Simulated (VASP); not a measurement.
The system is Ge.

```
Ge
1.0
     0.00000    2.04104    2.44018
     1.94908    0.00000    2.44018
     1.94908    2.04104    0.00000
Ge
1
Direct
  0.00000 0.00000 0.00000
```

* Program: VASP 6.6.1
* Task: relaxation of cell and atoms
* Functional: PBE
* Potentials or basis: VASP PAW PBE potentials, release 64 (Ge_d)
* Cutoff: 600 eV
* k mesh: 18 × 18 × 18
* Occupations: gaussian, width 0.1 eV
* Spin: no spin polarisation

At the start: pressure 0.3 GPa; volume 19.41 Å³/atom.

Problem. Where does the relaxation end?

Solution. Over 18 steps the energy falls by 4.5 meV/atom and the volume is 19.57 Å³/atom (+0.8 %); space group Fmmm (No. 69, to 0.1 Å) before and after.

The path:
```csv
step,energy change (eV),largest force (eV/Å),pressure (GPa),volume (Å³)
1,0.0000,0.0000,0.30,19.41
2,-0.0015,0.0000,0.04,19.52
3,-0.0023,0.0000,-0.23,19.60
4,-0.0027,0.0000,-0.67,19.76
5,-0.0028,0.0000,-0.43,19.72
6,-0.0028,0.0000,-0.63,19.73
7,-0.0034,0.0000,0.26,19.51
8,-0.0034,0.0000,-0.12,19.53
9,-0.0034,0.0000,0.15,19.52
10,-0.0034,0.0000,0.08,19.52
11,-0.0035,0.0000,0.14,19.53
12,-0.0039,0.0000,0.28,19.57
13,-0.0044,0.0000,-0.22,19.62
14,-0.0044,0.0000,-0.33,19.61
15,-0.0045,0.0000,-0.07,19.59
16,-0.0045,0.0000,-0.11,19.59
17,-0.0045,0.0000,-0.18,19.58
18,-0.0045,0.0000,-0.03,19.57
```

Final structure:
```yaml
crystal:
  lattice:
    - [0.00000, 2.06510, 2.34061]
    - [2.02402, 0.00000, 2.34061]
    - [2.02402, 2.06510, 0.00000]
  atoms:
    - { symbol: Ge, position: [0.00000, 0.00000, 0.00000] }
```
